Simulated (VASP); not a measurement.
# Mg (Pm-3m) in VASP: further runs

Runs on Mg. Level: PBE. Tasks: relaxation of cell and atoms.

Program: VASP 6.6.1. These are calculated values, not measurements. Logs are shortened: lines on timing, memory, paths and dates and some standing lists are left out, and cuts for length are marked.

### Step 1. The cell of the first run

The structure is cubic, space group Pm-3m (No. 221). Conventional cell: a = 2.933 Å, b = 2.933 Å, c = 2.933 Å, α = 90.00°, β = 90.00°, γ = 90.00°. Within 3.9 Å of Mg (site symmetry m-3m) lie 6 Mg at 2.93 Å.

### Step 2. Relaxation of cell and atoms, PBE, target pressure -0.31 GPa, at which the enthalpy is minimised

INCAR reads:

```
SYSTEM = Mg
PREC = Accurate ; ENCUT = 600
EDIFF = 1E-6 ; ISMEAR = -1
SIGMA = 0.08 ; LREAL = .FALSE.
LASPH = .TRUE. ; NELM = 100
ALGO = Normal ; ISIF = 3
LWAVE = .FALSE. ; LCHARG = .FALSE.
GGA = PE ; IBRION = 2
NSW = 60 ; EDIFFG = -0.005
PSTRESS = -3.1
```

KPOINTS reads:

```
regular mesh
0
G
  13 13 13
  0 0 0
```

POSCAR reads:

```
Mg
1.0
    2.9331598683      0.0000000000      0.0000000000
    0.0000000000      2.9331598683      0.0000000000
    0.0000000000      0.0000000000      2.9331598683
Mg
1
Direct
    0.0000000000      0.0000000000      0.0000000000
```

Potentials or basis: VASP PAW PBE potentials, release 64 (Mg).

Command:

```console
$ cat potpaw_PBE.64/Mg/POTCAR > POTCAR
$ mpirun -np 1 vasp_std > vasp.out
```

OUTCAR:

```text
SYSTEM = Mg
   PREC = Accurate
   ENCUT = 600
   EDIFF = 1E-6
   ISMEAR = -1
   LREAL = .FALSE.
   LASPH = .TRUE.
   NELM = 100
   ISIF = 3
   GGA = PE
   IBRION = 2
   NSW = 60
   EDIFFG = -0.005
   PSTRESS = -3.1

 ion  position               nearest neighbor table
   1  0.000  0.000  0.000-

  LATTYP: Found a simple cubic cell.
 ALAT       =     2.9331598683

  Lattice vectors:

 A1 = (   2.9331598683,   0.0000000000,   0.0000000000)
 A2 = (   0.0000000000,   2.9331598683,   0.0000000000)
 A3 = (   0.0000000000,   0.0000000000,   2.9331598683)

Analysis of symmetry for initial positions (statically):
=====================================================================
 Subroutine PRICEL returns:
 Original cell was already a primitive cell.

 Routine SETGRP: Setting up the symmetry group for a
 simple cubic supercell.

 Subroutine GETGRP returns: Found 48 space group operations
 (whereof 48 operations were pure point group operations)
 out of a pool of 48 trial point group operations.

The static configuration has the point symmetry O_h .

Analysis of symmetry for dynamics (positions and initial velocities):
=====================================================================
 Subroutine PRICEL returns:
 Original cell was already a primitive cell.

 Routine SETGRP: Setting up the symmetry group for a
 simple cubic supercell.

 Subroutine GETGRP returns: Found 48 space group operations
 (whereof 48 operations were pure point group operations)
 out of a pool of 48 trial point group operations.

The dynamic configuration has the point symmetry O_h .

 Subroutine INISYM returns: Found 48 space group operations
 (whereof 48 operations are pure point group operations),
 and found     1 'primitive' translations

----------------------------------------------------------------------------------------

                                     Primitive cell

  volume of cell :      25.2352

  direct lattice vectors                    reciprocal lattice vectors
     2.933159868  0.000000000  0.000000000     0.340929252  0.000000000  0.000000000
     0.000000000  2.933159868  0.000000000     0.000000000  0.340929252  0.000000000
     0.000000000  0.000000000  2.933159868     0.000000000  0.000000000  0.340929252

  length of vectors
     2.933159868  2.933159868  2.933159868     0.340929252  0.340929252  0.340929252

[... 80 lines left out ...]
   EDIFFG = -.5E-02   stopping-criterion for IOM
   NSW    =     60    number of steps for IOM
   IBRION =      2    ionic relax: 0-MD 1-quasi-New 2-CG
   NFREE  =      1    steps in history (QN), initial steepest desc. (CG)
   ISIF   =      3    stress and relaxation
   ISYM   =      2    0-nonsym 1-usesym 2-fastsym
   POTIM  = 0.5000    time-step for ionic-motion
   TEBEG  =    0.0;   TEEND  =   0.0 temperature during run
   PSTRESS=   -3.1 pullay stress
   NELECT =       2.0000    total number of electrons
   NUPDOWN=      -1.0000    fix difference up-down
   EMIN   =  10.00;   EMAX   =-10.00  energy-range for DOS
   EFERMI =   0.00;   METHOD = LEGACY
   ISMEAR =    -1;   SIGMA  =   0.08  broadening in eV -4-tet -1-fermi 0-gaus
   EFERMI_NEDOS =   21; number of points for ismear=-14 and -15
   IALGO  =     38    algorithm
   IMIX   =      4    mixing-type and parameters
     AMIX     =   0.40;   BMIX     =  1.00
     AMIX_MAG =   1.60;   BMIX_MAG =  1.00
  volume/ion in A,a.u.               =      25.24       170.30
  Fermi-wavevector in a.u.,A,eV,Ry     =   0.703206  1.328866  6.728059  0.494498
  Thomas-Fermi vector in A             =   1.788114
   LORBIT       =      0    0 simple, 1 ext, 2 COOP (PROOUT), +10 PAW based schemes
   GGA     = PE    functional components
   LHFCALC =     F    Hartree Fock is set to
   AEXX    =    0.0000 exact exchange contribution
   IVDW    =     0    specifies the selected vdW correction
   LEPSILON=     F    determine dielectric tensor
   LRPA    =     F    only Hartree local field effects (RPA)
 conjugate gradient relaxation of ions
 non-spin polarized calculation
  energy-cutoff  :      600.00
  volume of cell :       25.24
 maximum number of plane-waves:       864
 NGX is ok and might be reduce to    24
   NGX = 11   NGY = 11   NGZ = 11

--------------------------------------- Ionic step        1  -------------------------------------------

 number of electron       2.0000000 magnetization

 Free energy of the ion-electron system (eV)
  ---------------------------------------------------
  ext. energy  EPLUGINS =         0.00000000
  ---------------------------------------------------
  free energy    TOTEN  =        -1.11124210 eV

  energy without entropy =       -1.09953637  energy(sigma->0) =       -1.10538923

------------------------ aborting loop because EDIFF is reached ----------------------------------------

  FORCE on cell =-STRESS in cart. coord.  units (eV):
  Direction    XX          YY          ZZ          XY          YZ          ZX
  --------------------------------------------------------------------------------------
  -------------------------------------------------------------------------------------
  Total        0.3758032      0.3758032      0.3758032      0.0000000      0.0000000     -0.0000000
  in kB       23.8596370     23.8596370     23.8596370      0.0000000      0.0000000     -0.0000000
  external PRESSURE =      26.9596370 kB  Pullay stress =      -3.1000000 kB
[... 98 lines left out ...]
--------------------------------------- Ionic step        4  -------------------------------------------

 number of electron       2.0000000 magnetization

 Free energy of the ion-electron system (eV)
  ---------------------------------------------------
  ext. energy  EPLUGINS =         0.00000000
  ---------------------------------------------------
  free energy    TOTEN  =        -1.12692851 eV

  energy without entropy =       -1.11492511  energy(sigma->0) =       -1.12092681

 E-fermi :   1.6320     XC(G=0):  -7.8635

 val. band max:        1.6201009404   @ k =   0.3846   0.0769   0.0000
 cond. band min:       1.6846295063   @ k =   0.3846   0.3846   0.3077
 fundamental gap:      0.0645285659
 Fermi energy:         1.6320180036

 k-point     1 :       0.0000    0.0000    0.0000
  band No.  band energies     occupation
      1      -4.4903      2.00000
      2       9.6816      0.00000
      3       9.6816      0.00000
      4      10.9924      0.00000
      5      10.9924      0.00000
[... 177 lines left out ...]
 k-point    24 :       0.3846    0.3077    0.0000
  band No.  band energies     occupation
      1      -0.6098      2.00000
      2       2.9144      0.00000
      3       5.4728      0.00000
      4       8.8721      0.00000
      5      14.2818      0.00000

 [... further k-points ...]
[... 5 lines left out ...]
  --------------------------------------------------------------------------------------
  -------------------------------------------------------------------------------------
  Total       -0.0566096     -0.0566096     -0.0566096      0.0000000     -0.0000000     -0.0000000
  in kB       -3.2424839     -3.2424839     -3.2424839      0.0000000     -0.0000000     -0.0000000
  external PRESSURE =      -0.1424839 kB  Pullay stress =      -3.1000000 kB
[... 20 lines left out ...]
  energy  without entropy=       -1.1149251118  energy(sigma->0) =       -1.12092681

  enthalpy is  TOTEN    =        -1.1810505657 eV   P V=       -0.0541220599

 reached required accuracy - stopping structural energy minimisation
```

OSZICAR:

```text
N       E                     dE             d eps       ncg     rms          rms(c)
DAV:   1    -0.233336278918E+00   -0.23334E+00   -0.84139E+02   880   0.306E+02
DAV:   2    -0.111817743680E+01   -0.88484E+00   -0.85724E+00  1065   0.157E+01
DAV:   3    -0.112309639846E+01   -0.49190E-02   -0.49125E-02  1155   0.143E+00
[... 19 lines left out ...]
       N       E                     dE             d eps       ncg     rms          rms(c)
DAV:   1    -0.112693814128E+01   -0.58292E-03   -0.16165E-03  1130   0.192E-01    0.145E-02
DAV:   2    -0.112693320358E+01    0.49377E-05   -0.16409E-05   890   0.292E-02    0.939E-03
DAV:   3    -0.112692848719E+01    0.47164E-05   -0.35490E-06  1010   0.947E-03    0.512E-04
DAV:   4    -0.112692850588E+01   -0.18682E-07   -0.35003E-08   430   0.144E-03
   4 F= -.11810506E+01 E0= -.11750489E+01  d E =-.209817E-01
```

CONTCAR:

```text
Mg
   1.00000000000000
     3.0355757072619878    0.0000000000000000   -0.0000000000000001
     0.0000000000000000    3.0355757072619878    0.0000000000000000
     0.0000000000000000    0.0000000000000001    3.0355757072619878
  Mg
     1
Direct
     0.0000000000000000    0.0000000000000000    0.0000000000000000

  0.00000000E+00  0.00000000E+00  0.00000000E+00
```

It took 23 s on 1 thread of AMD EPYC 7R13, shared host; peak memory 0.12 GiB.

What came out:

```
Free energy                                            : -1.1269 eV
Relaxed volume                                         : 27.97 Å³/atom
Relaxed cell                                           : a = 3.036 Å, b = 3.036 Å, c = 3.036 Å, α = 90.00°, β = 90.00°, γ = 90.00°
Space group after relaxing (to 0.05 Å)                 : Pm-3m (No. 221)
Energy change on relaxing (the enthalpy is what falls) : -15.7 meV/atom
Ionic steps                                            : 4
Pressure after relaxing                                : -0.3 GPa
Band gap on the k mesh                                 : zero (band 1 reaches 5.22 eV, above the bottom of band 2 at 0.18 eV)
```

The path:
```csv
step,energy change (eV),largest force (eV/Å),pressure (GPa),volume (Å³)
1,0.0000,0.0000,2.39,25.24
2,-0.0146,0.0000,0.66,26.82
3,-0.0151,0.0000,-0.49,28.20
4,-0.0157,0.0000,-0.32,27.97
```

Final structure:
```cif
data_structure
_symmetry_space_group_name_H-M 'P 1'
_symmetry_Int_Tables_number 1
_cell_length_a 3.0356
_cell_length_b 3.0356
_cell_length_c 3.0356
_cell_angle_alpha 90.000
_cell_angle_beta 90.000
_cell_angle_gamma 90.000
_cell_volume 27.97
loop_
_atom_site_label
_atom_site_type_symbol
_atom_site_fract_x
_atom_site_fract_y
_atom_site_fract_z
_atom_site_occupancy
Mg1 Mg 0.00000 0.00000 0.00000 1
```

Caveat: the cell is relaxed towards a set pressure, so the enthalpy falls and the energy may rise.

### Step 3. Relaxation of cell and atoms, PBE, target pressure -0.31 GPa, at which the enthalpy is minimised

This run uses another cell than the first one, of 28.02 Å³/atom, 1.110 times its volume.

INCAR reads:

```
ALGO = Normal
EDIFF = 1E-6
EDIFFG = -0.005
ENCUT = 600
GGA = PE
IBRION = 2
ISIF = 3
ISMEAR = -1
LASPH = True
LCHARG = False
LREAL = False
LWAVE = False
NELM = 100
NSW = 32
PREC = Accurate
PSTRESS = -3.1
SIGMA = 0.08
```

KPOINTS reads:

```
k-points
0
Gamma
  13 13 13
```

POSCAR reads:

```
Mg
1.0
    3.0374286874      0.0000000000      0.0000000000
    0.0000000000      3.0374286874      0.0000000000
    0.0000000000      0.0000000000      3.0374286874
Mg
1
Direct
    0.0000000000      0.0000000000      0.0000000000
```

Potentials or basis: VASP PAW PBE potentials, release 64 (Mg).

Command:

```console
$ cat potpaw_PBE.64/Mg/POTCAR > POTCAR
$ mpirun -np 1 vasp_std > vasp.out
```

Wall time 18 s (1 thread of AMD EPYC 7R13, shared host); peak memory 0.12 GiB.

Results (log left out):

| Quantity | Value |
| --- | --- |
| Free energy | -1.1269 eV |
| Relaxed volume | 27.99 Å³/atom |
| Relaxed cell | a = 3.036 Å, b = 3.036 Å, c = 3.036 Å, α = 90.00°, β = 90.00°, γ = 90.00° |
| Space group after relaxing (to 0.05 Å) | Pm-3m (No. 221) |
| Energy change on relaxing (the enthalpy is what falls) | -0.1 meV/atom |
| Ionic steps | 2 |
| Pressure after relaxing | -0.3 GPa |
| Band gap on the k mesh | zero (band 1 reaches 5.22 eV, above the bottom of band 2 at 0.18 eV) |

Final structure:
```yaml
crystal:
  lattice:
    - [3.03608, 0.00000, 0.00000]
    - [0.00000, 3.03608, 0.00000]
    - [0.00000, 0.00000, 3.03608]
  atoms:
    - { symbol: Mg, position: [0.00000, 0.00000, 0.00000] }
```

Levels at points of the mesh, in eV from the Fermi level:
```csv
k point,band 1,band 2,band 3,band 4,band 5
"(0.00, 0.00, 0.00)",-6.12,8.05,8.05,9.36,9.36
```

Caveat: the cell is relaxed towards a set pressure, so the enthalpy falls and the energy may rise.
